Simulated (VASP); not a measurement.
Input of a VASP 6.6.1 run:

INCAR

```
ALGO     = Normal         # electronic algorithm
EDIFF    = 1E-7           # SCF threshold, eV
ENCUT    = 520            # plane-wave cutoff, eV
GGA      = CA             # functional
ISIF     = 2              # what is computed and relaxed
ISMEAR   = -1             # smearing method
LASPH    = T              # aspherical terms in the spheres
LCHARG   = F              # write CHGCAR
LREAL    = Auto         
LWAVE    = F              # write WAVECAR
NBANDS   = 85             # bands
NELM     = 80             # most SCF steps
PREC     = Accurate       # precision mode
SIGMA    = 0.1            # smearing width, eV
```

Contents of KPOINTS:

```
k-points
0
Gamma
  2 2 1
```

POSCAR

```
Ca3Zn6As6CO
1.0
    7.1855040000      0.0000000000      0.0000000000
    0.0000000000      7.0073420000      0.0000000000
    0.0000000000      0.0000000000     17.1485520000
Ca Zn As C O
3 6 6 1 1
Direct
    0.0000000000      0.0000000000      0.0583140000
    0.4966794731      0.0012284672      0.1770086912
    0.9949023703     -0.0076017511      0.2852832276
    0.3333333000      0.3695335000      0.0583140000
    0.6666667000      0.6304665000      0.0583140000
    0.8108564105      0.3535348941      0.1807897693
    0.1853802096      0.6478528363      0.1791799059
    0.3681716874      0.3966038653      0.2682862413
    0.6566443707      0.6243826810      0.2803086749
    0.3333333000      0.7395112000      0.0583140000
    0.6666667000      0.2604888000      0.0583140000
    0.8486896848      0.7425056856      0.1693711726
    0.1489413422      0.2575540678      0.1720361003
    0.3325339760      0.7327301776      0.3047124948
    0.6692422645      0.2730674076      0.3067986615
    0.7653485379      0.7540654431      0.3788179090
    0.7526811789      0.7609121405      0.4450953094
```

Potentials or basis: VASP PAW LDA potentials, release 64 (Ca_sv, Zn, As, C, O).

Run with:

```bash
$ cat potpaw_LDA.64/Ca_sv/POTCAR potpaw_LDA.64/Zn/POTCAR potpaw_LDA.64/As/POTCAR potpaw_LDA.64/C/POTCAR potpaw_LDA.64/O/POTCAR > POTCAR
$ mpirun -np 1 vasp_std > vasp.out
```

What does it give for the band gap on the k mesh?

0.46 eV, indirect (least direct gap 0.66 eV).

Predict the largest force.

1.351 eV/Å.

Forces on the atoms (eV/Å):
```
Ca   0.011  0.049  0.041
Ca  -0.004  0.007 -0.004
Ca   0.000  0.008  0.031
Zn   0.794  0.796  0.682
Zn  -0.847 -0.856  0.614
Zn   0.005  0.016 -0.010
Zn  -0.013 -0.003  0.007
Zn  -0.013 -0.020  0.017
Zn   0.006  0.007 -0.003
As   0.232 -0.564 -0.787
As  -0.185  0.579 -0.691
As  -0.005 -0.002  0.003
As  -0.001 -0.023 -0.001
As  -0.020  0.045  0.032
As   0.027 -0.028  0.049
C    0.091 -0.049 -1.038
O   -0.078  0.040  1.060
```

Caveat: the k points lie up to 0.45 Å⁻¹ apart.
